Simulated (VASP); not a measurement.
AlN:

```
CELL_PARAMETERS angstrom
0.00000 1.99299 1.99299
1.99299 0.00000 1.99299
1.99299 1.99299 0.00000
ATOMIC_POSITIONS crystal
Al 0.50000 0.50000 0.50000
N 0.00000 0.00000 0.00000
```

Base run:

- Program: VASP 6.6.1
- Functional: r2SCAN
- Potentials or basis: VASP PAW PBE potentials, release 64 (Al, N)
- Cutoff: 520 eV
- k mesh: 11 × 11 × 11
- Occupations: fermi-dirac, width 0.05 eV
- Spin: no spin polarisation

Its results: band gap on the k mesh 5.98 eV, indirect (least direct gap 7.17 eV); pressure 10.7 GPa.

Question: After a change of settings the same cell gave: band gap on the k mesh 7.21 eV, indirect (least direct gap 8.66 eV); pressure 10.1 GPa. Which change was it?
A. functional from r2SCAN to PBE; further incar settings from ALGO = Normal; EDIFF = 1e-07; NBANDS = 11 to ALGO = Normal; EDIFF = 1e-06; NBANDS = 11
B. functional from r2SCAN to PBE0; k mesh from 11 × 11 × 11 to 6 × 6 × 6
C. functional from r2SCAN to PBEsol; further incar settings from ALGO = Normal; EDIFF = 1e-07; NBANDS = 11 to ALGO = Normal; EDIFF = 1e-06; NBANDS = 11

Answer: B.

Caveats: some runs use coarse meshes; the PAW data sets were made with another functional, which shifts forces and pressure a little.
